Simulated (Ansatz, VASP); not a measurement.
# In: VASP beside Ansatz

INCAR

```
PREC = Accurate
ENCUT = 520
EDIFF = 1E-6
ISMEAR = -1
SIGMA = 0.05
LREAL = False
LASPH = True
NELM = 80
ALGO = Fast
ISIF = 2
LWAVE = False
LCHARG = True
GGA = PS
LELF = True
LVHAR = True
NBANDS = 26
```

KPOINTS

```
Automatic mesh
0
Gamma
  9 9 9
```

Contents of POSCAR:

```
In
1.0
    1.6916082417      0.9766504737      8.3154685732
   -1.6916082417      0.9766504737      8.3154685732
    0.0000000000     -1.9533009474      8.3154685732
In
3
Direct
    0.2219877600      0.2219877600      0.2219877600
    0.7780122400      0.7780122400      0.7780122400
    0.0000000000      0.0000000000      0.0000000000
```

Contents of input.yaml:

```yaml
crystal:
  lattice:
    - [1.6916082417, 0.9766504737, 8.3154685732]
    - [-1.6916082417, 0.9766504737, 8.3154685732]
    - [0.0, -1.9533009474, 8.3154685732]
  atoms:
    - { symbol: In, position: [0.22198776, 0.22198776, 0.22198776] }
    - { symbol: In, position: [0.77801224, 0.77801224, 0.77801224] }
    - { symbol: In, position: [0.0, 0.0, 0.0] }
kpoints:
  mp_grid: { grid: [9, 9, 9] }
scf:
  occupations: { method: fermi_dirac, width: 0.05 }
hamiltonian:
  xc: pbesol
  pseudopotentials: { kind: all_electron, lapw: { basis_error: 0.001 } }
output:
  forces: true
  stress: true
  eigenvalues: true
```

Change from the starting cell: volume scaled by 1.04.

Alike in both runs: task single point; functional PBEsol; k mesh 9 × 9 × 9; occupations fermi-dirac, width 0.05 eV; no spin polarisation.

```csv
,VASP,Ansatz
version,VASP 6.6.1,Ansatz 0.2.0
potentials or method,"VASP PAW PBE potentials, release 64 (In_d), cutoff 520 eV","all-electron LAPW, scalar-relativistic"
```

VASP gave:

```
gap on the k mesh at the Fermi level (eV)                     : none
pressure (GPa)                                                : -2.6
traceless stress, the component that is largest in VASP (GPa) : -0.34
rms of the force components (eV/Å)                            : 0.016
```

Task: What did Ansatz give for the same quantities?

Result: gap on the k mesh at the Fermi level (eV): none; pressure (GPa): -2.4; traceless stress, the component that is largest in VASP (GPa): -0.34; rms of the force components (eV/Å): 0.017.

VASP's potentials were made for PBE, not for PBEsol. Atom by atom the forces differ by 0.000 eV/Å (rms over components). A gap of «none» marks a metal or a gap that the smearing closes. Ansatz ran all-electron here, and VASP with PAW potentials.
